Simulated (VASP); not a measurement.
Runs of VASP 6.6.1 on Co. The structure is that of space group Fd-3m (No. 227), or close to it. The cells are those of the table. This isn't the form of Co at room conditions, which is hcp.

```tsv
task	cell	k mesh	cutoff (eV)	gap on the mesh (eV)	pressure (GPa)	moment (μB)
single point	a = 3.542 Å, angles 60.0°, 2 atoms	12 × 12 × 12	520	none	(a)	3.42
single point	a = 3.492 Å, angles 60.0°, 2 atoms	12 × 12 × 12	520	none	1.8	1.92
single point	a = 3.638 Å, angles 60.0°, 2 atoms	12 × 12 × 12	520	none	-4.1	3.47
single point	a = 3.591 Å, angles 60.0°, 2 atoms	11 × 11 × 11	520	none	(c)	3.42
single point	a = 3.684 Å, angles 60.0°, 2 atoms	12 × 12 × 12	520	none	(b)	3.51
relaxation of cell and atoms	relaxed from a = 3.484 Å, angles 60.0°, 2 atoms	11 × 11 × 11	600	none	0.0	3.42
```

Alike in all rows: level PBE; potentials or basis VASP PAW PBE potentials, release 64 (Co); spin collinear, ferromagnetic start; smearing fermi-dirac 0.05 eV.

Estimate the missing entries.

(a) 3.8; (b) -6.9; (c) -0.6.

Caveats: the cell stands under tension (at least some runs); the cell stands under pressure (at least some runs).

A gap of «none» marks levels without a gap at the run's occupations.
